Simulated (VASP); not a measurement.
# CoW3 (Pm-3m) in VASP: further runs, part 2 of 2

VASP 6.6.1. The steps go on from the part before.

## 4. Single point, PBE, collinear spin, ferromagnetic start

This run uses another cell than the first one, of 15.21 Å³/atom.

Input file INCAR:

```
  PREC = Accurate
  ENCUT = 520
  EDIFF = 1E-6
  ISMEAR = -1
  SIGMA = 0.05
  LREAL = False
  LASPH = True
  NELM = 150
  ALGO = Fast
  ISIF = 2
  LWAVE = False
  LCHARG = False
  ISPIN = 2
  MAGMOM = 0 0 0 2
  LORBIT = 11
  LMAXMIX = 4
  GGA = PE
  NBANDS = 38
```

Input file KPOINTS:

```
Automatic mesh
0
Gamma
  7 7 7
```

Input file POSCAR:

```
CoW3
1.0
    3.9332282508      0.0000000000      0.0000000000
    0.0000000000      3.9332282508      0.0000000000
    0.0000000000      0.0000000000      3.9332282508
W Co
3 1
Direct
    0.5000000000      0.5000000000      0.0000000000
    0.5000000000      0.0000000000      0.5000000000
    0.0000000000      0.5000000000      0.5000000000
    0.0000000000      0.0000000000      0.0000000000
```

Potentials or basis: VASP PAW PBE potentials, release 64 (W_sv, Co).

Run with:

```
$ cat potpaw_PBE.64/W_sv/POTCAR potpaw_PBE.64/Co/POTCAR > POTCAR
$ mpirun -np 1 vasp_std > vasp.out
```

OUTCAR:

```text
PREC = Accurate
   ENCUT = 520
   EDIFF = 1E-6
   ISMEAR = -1
   LREAL = False
   LASPH = True
   NELM = 150
   ISIF = 2
   ISPIN = 2
   LORBIT = 11
   GGA = PE

 ion  position               nearest neighbor table
   1  0.500  0.500  0.000-   2 2.78   3 2.78   4 2.78   2 2.78   3 2.78   2 2.78   4 2.78   2 2.78
                             3 2.78   4 2.78   3 2.78   4 2.78
   2  0.500  0.000  0.500-   1 2.78   3 2.78   4 2.78   1 2.78   4 2.78   1 2.78   3 2.78   1 2.78
                             3 2.78   4 2.78   4 2.78   3 2.78
   3  0.000  0.500  0.500-   1 2.78   2 2.78   4 2.78   1 2.78   4 2.78   2 2.78   4 2.78   4 2.78
                             1 2.78   2 2.78   1 2.78   2 2.78
   4  0.000  0.000  0.000-   1 2.78   2 2.78   3 2.78   2 2.78   3 2.78   1 2.78   3 2.78   3 2.78
                             1 2.78   2 2.78   2 2.78   1 2.78

  LATTYP: Found a simple cubic cell.
 ALAT       =     3.9332282508

  Lattice vectors:

 A1 = (   3.9332282508,   0.0000000000,   0.0000000000)
 A2 = (   0.0000000000,   3.9332282508,   0.0000000000)
 A3 = (   0.0000000000,   0.0000000000,   3.9332282508)

Analysis of symmetry for initial positions (statically):
=====================================================================
 Subroutine PRICEL returns:
 Original cell was already a primitive cell.

 Routine SETGRP: Setting up the symmetry group for a
 simple cubic supercell.

 Subroutine GETGRP returns: Found 48 space group operations
 (whereof 48 operations were pure point group operations)
 out of a pool of 48 trial point group operations.

The static configuration has the point symmetry O_h .

Analysis of symmetry for dynamics (positions and initial velocities):
=====================================================================
 Subroutine PRICEL returns:
 Original cell was already a primitive cell.

 Routine SETGRP: Setting up the symmetry group for a
 simple cubic supercell.

 Subroutine GETGRP returns: Found 48 space group operations
[... 164 lines left out ...]

 E-fermi :  10.2158     XC(G=0): -13.3520

 val. band max:       10.2032762575   @ k =   0.4286   0.4286   0.1429
 cond. band min:      10.2514420638   @ k =   0.1429   0.1429   0.0000
 fundamental gap:      0.0481658063
 Fermi energy:        10.2158333253

 spin component 1

 k-point     1 :       0.0000    0.0000    0.0000
  band No.  band energies     occupation
      1     -63.5530      1.00000
      2     -63.4070      1.00000
      3     -63.4070      1.00000
      4     -28.1810      1.00000
      5     -28.1810      1.00000
      6     -28.1810      1.00000
[... 789 lines left out ...]
     36      15.7380      0.00000
     37      19.8202      0.00000
 Fermi energy:        10.2158333253

 spin component 2

 k-point     1 :       0.0000    0.0000    0.0000
  band No.  band energies     occupation
      1     -63.5530      1.00000
      2     -63.4070      1.00000
      3     -63.4070      1.00000
      4     -28.1811      1.00000
      5     -28.1811      1.00000
      6     -28.1811      1.00000
[... 789 lines left out ...]
     36      15.7380      0.00000
     37      19.8204      0.00000
 [bands above 37 left out]

------------------------ aborting loop because EDIFF is reached ----------------------------------------

  FORCE on cell =-STRESS in cart. coord.  units (eV):
  Direction    XX          YY          ZZ          XY          YZ          ZX
  --------------------------------------------------------------------------------------
  -------------------------------------------------------------------------------------
  Total       -2.5002587     -2.5002587     -2.5002587      0.0000000      0.0000000     -0.0000000
  in kB      -65.8336730    -65.8336730    -65.8336730      0.0000000      0.0000000     -0.0000000
  external PRESSURE =     -65.8336730 kB  Pullay stress =       0.0000000 kB

 VOLUME and BASIS-vectors are now :
 -----------------------------------------------------------------------------
  energy-cutoff  :      520.00
  volume of cell :       60.85
      direct lattice vectors                 reciprocal lattice vectors
     3.933228251  0.000000000  0.000000000     0.254244080  0.000000000  0.000000000
     0.000000000  3.933228251  0.000000000     0.000000000  0.254244080  0.000000000
     0.000000000  0.000000000  3.933228251     0.000000000  0.000000000  0.254244080

 POSITION                                       TOTAL-FORCE (eV/Angst)
 -----------------------------------------------------------------------------------
      1.96661      1.96661      0.00000         0.000000      0.000000      0.000000
      1.96661      0.00000      1.96661         0.000000      0.000000      0.000000
      0.00000      1.96661      1.96661         0.000000      0.000000      0.000000
      0.00000      0.00000      0.00000         0.000000      0.000000      0.000000
 -----------------------------------------------------------------------------------
    total drift:                                0.000000      0.000000     -0.000000

  FREE ENERGIE OF THE ION-ELECTRON SYSTEM (eV)
  ---------------------------------------------------
  free  energy   TOTEN  =       -44.8401376961 eV

  energy  without entropy=      -44.8036283066  energy(sigma->0) =      -44.82188300

 total charge

# of ion       s       p       d       tot
------------------------------------------
    1        2.410   6.293   3.326  12.030
    2        2.410   6.293   3.326  12.030
    3        2.410   6.293   3.326  12.030
    4        0.453   0.527   7.271   8.250
--------------------------------------------------
tot          7.684  19.407  17.250  44.341

 magnetization (x)

# of ion       s       p       d       tot
------------------------------------------
    1       -0.000  -0.000  -0.000  -0.000
    2       -0.000  -0.000  -0.000  -0.000
    3       -0.000  -0.000  -0.000  -0.000
    4        0.000   0.000   0.005   0.005
--------------------------------------------------
tot         -0.000  -0.000   0.004   0.004
```

OSZICAR:

```text
N       E                     dE             d eps       ncg     rms          rms(c)
DAV:   1     0.597453880164E+03    0.59745E+03   -0.26877E+04  3080   0.159E+03
DAV:   2    -0.129279755457E+02   -0.61038E+03   -0.58849E+03  3102   0.494E+02
[... 14 lines left out ...]
RMM:  17    -0.448398045046E+02   -0.21908E-03   -0.17210E-04  3800   0.564E-02    0.134E-01
RMM:  18    -0.448399644222E+02   -0.15992E-03   -0.17033E-04  4119   0.592E-02    0.104E-01
RMM:  19    -0.448401370764E+02   -0.17265E-03   -0.43594E-04  4703   0.998E-02    0.885E-02
RMM:  20    -0.448401484160E+02   -0.11340E-04   -0.79241E-05  4081   0.480E-02    0.585E-02
RMM:  21    -0.448401377267E+02    0.10689E-04   -0.33103E-05  3396   0.280E-02    0.167E-02
RMM:  22    -0.448401376961E+02    0.30524E-07   -0.46799E-06  2733   0.108E-02
   1 F= -.44840138E+02 E0= -.44821883E+02  d E =-.365094E-01  mag=     0.0021
```

stdout:

```text
POSCAR found type information on POSCAR W Co
 POSCAR found :  2 types and       4 ions
 scaLAPACK will be used
 LDA part: xc-table for (Slater+PW92), standard interpolation
 POSCAR, INCAR and KPOINTS ok, starting setup
 FFT: planning ... GRIDC
 FFT: planning ... GRID_SOFT
 FFT: planning ... GRID
 WAVECAR not read
 entering main loop
```

It took 2.6 min on 1 thread of Intel Xeon 6975P-C (Granite Rapids), shared host; peak memory 0.22 GiB.

What came out:

```yaml
Free_energy: -44.8401 eV
Pressure: -6.6 GPa
Net_moment: 0.00 μB per cell
Valence_electrons_inside_the_program's_atomic_spheres: W 12.03; Co 8.25
```

Caveat: the cell stands under tension; spin-orbit coupling is left out, which moves the levels of the heavy elements.

## 5. Single point, PBE, collinear spin, ferromagnetic start

This run uses another cell than the first one, of 15.51 Å³/atom.

Input file INCAR:

```
SYSTEM = CoW3
PREC = Accurate
ENCUT = 520
EDIFF = 1E-7
ISMEAR = -1
SIGMA = 0.05
LREAL = .FALSE.
LASPH = .TRUE.
NELM = 150
ALGO = Normal
ISIF = 2
LWAVE = .FALSE.
LCHARG = .FALSE.
ISPIN = 2
MAGMOM = 0 0 0 2
LORBIT = 11
LMAXMIX = 4
GGA = PE
NBANDS = 38
```

Input file KPOINTS:

```
Automatic mesh
0
G
  7 7 7
  0 0 0
```

Input file POSCAR:

```
CoW3
1.0
    3.9587694097      0.0000000000      0.0000000000
    0.0000000000      3.9587694097      0.0000000000
    0.0000000000      0.0000000000      3.9587694097
W Co
3 1
Direct
    0.5000000000      0.5000000000      0.0000000000
    0.5000000000      0.0000000000      0.5000000000
    0.0000000000      0.5000000000      0.5000000000
    0.0000000000      0.0000000000      0.0000000000
```

Run with:

```
$ cat potpaw_PBE.64/W_sv/POTCAR potpaw_PBE.64/Co/POTCAR > POTCAR
$ mpirun -np 1 vasp_std > vasp.out
```

Run time: 2.6 min. Hardware: 1 thread of Intel Xeon 6975P-C (Granite Rapids), shared host; peak memory 0.23 GiB.

Results (log left out):

* Free energy: -44.7744 eV
* Pressure: -11.2 GPa
* Net moment: 0.00 μB per cell
* Valence electrons inside the program's atomic spheres: W 11.99; Co 8.21

Levels at points of the mesh, in eV from the Fermi level:
Spin up:
| k point | band 21 | band 22 | band 23 | band 24 | band 25 | band 26 | band 27 | band 28 | band 29 | band 30 |
| --- | --- | --- | --- | --- | --- | --- | --- | --- | --- | --- |
| (0.00, 0.00, 0.00) | -1.02 | -1.02 | 0.32 | 0.32 | 2.67 | 2.67 | 2.67 | 2.82 | 2.82 | 2.82 |
Spin down:
```csv
k point,band 21,band 22,band 23,band 24,band 25,band 26,band 27,band 28,band 29,band 30
"(0.00, 0.00, 0.00)",-1.02,-1.02,0.32,0.32,2.67,2.67,2.67,2.82,2.82,2.82
```

Caveat: the cell stands under tension; spin-orbit coupling is left out, which moves the levels of the heavy elements.

## 6. Single point, PBEsol, collinear spin, ferromagnetic start

This run uses another cell than the first one, of 15.81 Å³/atom.

Input file INCAR:

```
PREC = Accurate
ENCUT = 520
EDIFF = 1E-6
ISMEAR = -1
SIGMA = 0.05
LREAL = F
LASPH = T
NELM = 150
ALGO = Fast
ISIF = 2
LWAVE = F
LCHARG = T
ISPIN = 2
MAGMOM = 0 0 0 2
LORBIT = 11
LMAXMIX = 4
GGA = PS
LELF = T
LVHAR = T
NBANDS = 38
```

Input file KPOINTS:

```
Automatic mesh
0
Gamma
  7 7 7
```

Input file POSCAR:

```
CoW3
1.0
    3.9839851813      0.0000000000      0.0000000000
    0.0000000000      3.9839851813      0.0000000000
    0.0000000000      0.0000000000      3.9839851813
W Co
3 1
Direct
    0.5000000000      0.5000000000      0.0000000000
    0.5000000000      0.0000000000      0.5000000000
    0.0000000000      0.5000000000      0.5000000000
    0.0000000000      0.0000000000      0.0000000000
```

Potentials or basis: VASP PAW PBE potentials, release 64 (W_sv, Co).

Run with:

```
$ cat potpaw_PBE.64/W_sv/POTCAR potpaw_PBE.64/Co/POTCAR > POTCAR
$ mpirun -np 1 vasp_std > vasp.out
```

Run time: 5.4 min. Hardware: 1 thread of Intel Xeon 8259CL, shared host; peak memory 0.23 GiB.

Results (log left out):

| Quantity | Value |
| --- | --- |
| Free energy | -47.7121 eV |
| Pressure | -23.2 GPa |
| Net moment | 0.00 μB per cell |
| Valence electrons inside the program's atomic spheres | W 11.96; Co 8.18 |

Levels at points of the mesh, in eV from the Fermi level:
Spin up:
```csv
k point,band 21,band 22,band 23,band 24,band 25,band 26,band 27,band 28,band 29,band 30
"(0.00, 0.00, 0.00)",-0.99,-0.99,0.31,0.31,2.61,2.61,2.61,2.75,2.75,2.75
```
Spin down:
```tsv
k point	band 21	band 22	band 23	band 24	band 25	band 26	band 27	band 28	band 29	band 30
(0.00, 0.00, 0.00)	-0.99	-0.99	0.31	0.31	2.61	2.61	2.61	2.75	2.75	2.75
```

Caveat: the cell stands under tension; the PAW data sets were made with another functional, which shifts forces and pressure a little; spin-orbit coupling is left out, which moves the levels of the heavy elements.
